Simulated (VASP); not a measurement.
# B (R-3m) in VASP: further runs, part 2 of 2

VASP 6.6.1. The steps go on from the part before.

## (4) Single point, LDA

File INCAR:

```
SYSTEM = B
PREC = Accurate
ENCUT = 520
EDIFF = 1E-7
ISMEAR = 0
SIGMA = 0.05
LREAL = .FALSE.
LASPH = .TRUE.
NELM = 100
ALGO = Normal
ISIF = 2
LWAVE = .FALSE.
LCHARG = .FALSE.
NBANDS = 30
```

File KPOINTS:

```
regular mesh
0
G
  8 8 8
  0 0 0
```

File POSCAR:

```
B
1.0
    2.4201756986      1.3972890911      4.1317033163
   -2.4201756986      1.3972890911      4.1317033163
    0.0000000000     -2.7945781822      4.1317033163
B
12
Direct
    0.0104935869      0.6542709656      0.0104935869
    0.0104935869      0.0104935869      0.6542709656
    0.6542709656      0.0104935869      0.0104935869
    0.9895064131      0.3457290344      0.9895064131
    0.9895064131      0.9895064131      0.3457290344
    0.3457290344      0.9895064131      0.9895064131
    0.2215110805      0.6300048947      0.2215110805
    0.2215110805      0.2215110805      0.6300048947
    0.6300048947      0.2215110805      0.2215110805
    0.7784889195      0.3699951053      0.7784889195
    0.7784889195      0.7784889195      0.3699951053
    0.3699951053      0.7784889195      0.7784889195
```

Potentials or basis: VASP PAW LDA potentials, release 64 (B).

Started as:

```sh
cat potpaw_LDA.64/B/POTCAR > POTCAR
mpirun -np 1 vasp_std > vasp.out
```

OUTCAR:

```text
SYSTEM = B
   PREC = Accurate
   ENCUT = 520
   EDIFF = 1E-7
   ISMEAR = 0
   LREAL = .FALSE.
   LASPH = .TRUE.
   NELM = 100
   ISIF = 2

 ion  position               nearest neighbor table
   1  0.010  0.654  0.010-   4 1.66   3 1.72   2 1.72   7 1.77  11 1.78  12 1.78
   2  0.010  0.010  0.654-   5 1.66   3 1.72   1 1.72   8 1.77  10 1.78  12 1.78
   3  0.654  0.010  0.010-   6 1.66   1 1.72   2 1.72   9 1.77  11 1.78  10 1.78
   4  0.990  0.346  0.990-   1 1.66   6 1.72   5 1.72  10 1.77   8 1.78   9 1.78
   5  0.990  0.990  0.346-   2 1.66   4 1.72   6 1.72  11 1.77   9 1.78   7 1.78
   6  0.346  0.990  0.990-   3 1.66   4 1.72   5 1.72  12 1.77   8 1.78   7 1.78
   7  0.222  0.630  0.222-  11 1.76  12 1.76   1 1.77   5 1.78   6 1.78   9 1.98   8 1.98
   8  0.222  0.222  0.630-  10 1.76  12 1.76   2 1.77   4 1.78   6 1.78   7 1.98   9 1.98
   9  0.630  0.222  0.222-  11 1.76  10 1.76   3 1.77   5 1.78   4 1.78   7 1.98   8 1.98
  10  0.778  0.370  0.778-   8 1.76   9 1.76   4 1.77   2 1.78   3 1.78  12 1.98  11 1.98
  11  0.778  0.778  0.370-   7 1.76   9 1.76   5 1.77   3 1.78   1 1.78  10 1.98  12 1.98
  12  0.370  0.778  0.778-   8 1.76   7 1.76   6 1.77   2 1.78   1 1.78  10 1.98  11 1.98

  LATTYP: Found a trigonal (rhomboedric) cell.
 ALAT       =     4.9880496700
 COS(alpha) =     0.5291720368

  Lattice vectors:

 A1 = (   2.4201756986,   1.3972890911,   4.1317033163)
 A2 = (  -2.4201756986,   1.3972890911,   4.1317033163)
 A3 = (   0.0000000000,  -2.7945781822,   4.1317033163)

Analysis of symmetry for initial positions (statically):
=====================================================================
 Subroutine PRICEL returns:
 Original cell was already a primitive cell.

 Routine SETGRP: Setting up the symmetry group for a
 trigonal (rhombohedral) supercell.

 Subroutine GETGRP returns: Found 12 space group operations
 (whereof 12 operations were pure point group operations)
 out of a pool of 12 trial point group operations.

[... 165 lines left out ...]
 non-spin polarized calculation
 Gauss-broadening in eV      SIGMA  =   0.05
  energy-cutoff  :      520.00
  volume of cell :       83.83
 maximum number of plane-waves:      2275
 NGX is ok and might be reduce to    40
   NGX = 19   NGY = 19   NGZ = 19

 number of electron      36.0000000 magnetization

 Free energy of the ion-electron system (eV)
  ---------------------------------------------------
  ext. energy  EPLUGINS =         0.00000000
  ---------------------------------------------------
  free energy    TOTEN  =       -89.60981382 eV

  energy without entropy =      -89.60981382  energy(sigma->0) =      -89.60981382

 E-fermi :   6.5497     XC(G=0): -11.8384

 val. band max:        6.3413327561   @ k =   0.5000   0.5000   0.5000
 cond. band min:       7.7102312487   @ k =   0.0000   0.0000   0.0000
 fundamental gap:      1.3688984925
 Fermi energy:         6.5496569445

 k-point     1 :       0.0000    0.0000    0.0000
  band No.  band energies     occupation
      1     -10.0000      2.00000
      2      -4.1337      2.00000
      3      -3.8774      2.00000
      4      -3.8774      2.00000
      5      -2.9844      2.00000
      6      -2.2567      2.00000
[... 781 lines left out ...]
     29      15.7592      0.00000
     30      15.8499      0.00000

 [... further k-points ...]

------------------------ aborting loop because EDIFF is reached ----------------------------------------

  FORCE on cell =-STRESS in cart. coord.  units (eV):
  Direction    XX          YY          ZZ          XY          YZ          ZX
  --------------------------------------------------------------------------------------
  -------------------------------------------------------------------------------------
  Total        0.2131280      0.2131280      0.1241424      0.0000000      0.0000000      0.0000000
  in kB        4.0732161      4.0732161      2.3725602      0.0000000      0.0000000      0.0000000
  external PRESSURE =       3.5063308 kB  Pullay stress =       0.0000000 kB

 VOLUME and BASIS-vectors are now :
 -----------------------------------------------------------------------------
  energy-cutoff  :      520.00
  volume of cell :       83.83
      direct lattice vectors                 reciprocal lattice vectors
     2.420175699  1.397289091  4.131703316     0.206596571  0.119278586  0.080676977
    -2.420175699  1.397289091  4.131703316    -0.206596571  0.119278586  0.080676977
     0.000000000 -2.794578182  4.131703316     0.000000000 -0.238557171  0.080676977

 POSITION                                       TOTAL-FORCE (eV/Angst)
 -----------------------------------------------------------------------------------
     -1.55805      0.89954      2.78997         0.008697     -0.005021     -0.009132
      0.00000     -1.79909      2.78997        -0.000000      0.010042     -0.009132
      1.55805      0.89954      2.78997        -0.008697     -0.005021     -0.009132
      1.55805     -0.89954      9.60514        -0.008697      0.005021      0.009132
      0.00000      1.79909      9.60514        -0.000000     -0.010042      0.009132
     -1.55805     -0.89954      9.60514         0.008697      0.005021      0.009132
     -0.98863      0.57078      4.43343         0.012830     -0.007407     -0.002217
      0.00000     -1.14157      4.43343        -0.000000      0.014815     -0.002217
      0.98863      0.57078      4.43343        -0.012830     -0.007407     -0.002217
      0.98863     -0.57078      7.96168        -0.012830      0.007407      0.002217
      0.00000      1.14157      7.96168        -0.000000     -0.014815      0.002217
     -0.98863     -0.57078      7.96168         0.012830      0.007407      0.002217
 -----------------------------------------------------------------------------------
    total drift:                               -0.000000     -0.000000      0.000000

  FREE ENERGIE OF THE ION-ELECTRON SYSTEM (eV)
  ---------------------------------------------------
  free  energy   TOTEN  =       -89.6098138184 eV

  energy  without entropy=      -89.6098138184  energy(sigma->0) =      -89.60981382
```

stdout:

```text
POSCAR found type information on POSCAR B
 POSCAR found :  1 types and      12 ions
 scaLAPACK will be used
 LDA part: xc-table for (Slater(with rela. corr.)+CA(PZ))
 , standard interpolation
 POSCAR, INCAR and KPOINTS ok, starting setup
 FFT: planning ... GRIDC
 FFT: planning ... GRID_SOFT
 FFT: planning ... GRID
 WAVECAR not read
 entering main loop
```

It took 2.3 min on 1 thread of AMD EPYC 9R45 (Zen 5), shared host; peak memory 0.22 GiB.

What came out:

```
Free energy            : -89.6098 eV
Pressure               : 0.4 GPa
Largest force          : 0.015 eV/Å
Band gap on the k mesh : 1.37 eV, indirect (least direct gap 1.71 eV)
```

Forces in eV/Å, atoms in the order of the input:
```
B    0.009 -0.005 -0.009
B    0.000  0.010 -0.009
B   -0.009 -0.005 -0.009
B   -0.009  0.005  0.009
B    0.000 -0.010  0.009
B    0.009  0.005  0.009
B    0.013 -0.007 -0.002
B    0.000  0.015 -0.002
B   -0.013 -0.007 -0.002
B   -0.013  0.007  0.002
B    0.000 -0.015  0.002
B    0.013  0.007  0.002
```
